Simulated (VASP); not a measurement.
Runs of VASP 6.6.1 on AlP. The structure is that of space group F-43m (No. 216), or close to it. The cells are those of the table. 

```csv
task,level,cell,k mesh,cutoff (eV),smearing,gap on the mesh (eV),pressure (GPa)
single point,r2SCAN,"a = 4.004 Å, angles 60.0°, 2 atoms",8 × 8 × 8,550,gaussian 0.02 eV,2.09,-7.5
single point,PBE,"a = 3.765 Å, angles 60.0°, 2 atoms",8 × 8 × 8,500,gaussian 0.02 eV,(a),10.2
single point,PBE,"a = 3.836 Å, angles 60.0°, 2 atoms",8 × 8 × 8,500,gaussian 0.02 eV,1.54,4.0
single point,PBE,"a = 3.679 Å, angles 60.0°, 2 atoms",10 × 10 × 10,500,gaussian 0.01 eV,1.25,(c)
single point,PBE,"a = 3.894 Å, angles 60.0°, 2 atoms",10 × 10 × 10,500,gaussian 0.05 eV,1.63,0.0
single point,PBE,"a = 3.998 Å, angles 60.0°, 2 atoms",8 × 8 × 8,500,gaussian 0.02 eV,1.77,(b)
single point,PBE,"a = 3.894 Å, angles 60.0°, 2 atoms",8 × 8 × 8,500,gaussian 0.02 eV,1.63,0.0
```

Alike in all rows: potentials or basis VASP PAW PBE potentials, release 64 (Al, P); no spin polarisation.

Problem. Fill in the values left out.

Solution. (a) 1.42; (b) -5.6; (c) 19.8.

Caveats: the PAW data sets were made with another functional, which shifts forces and pressure a little (some runs).

A k mesh can miss the band edges.
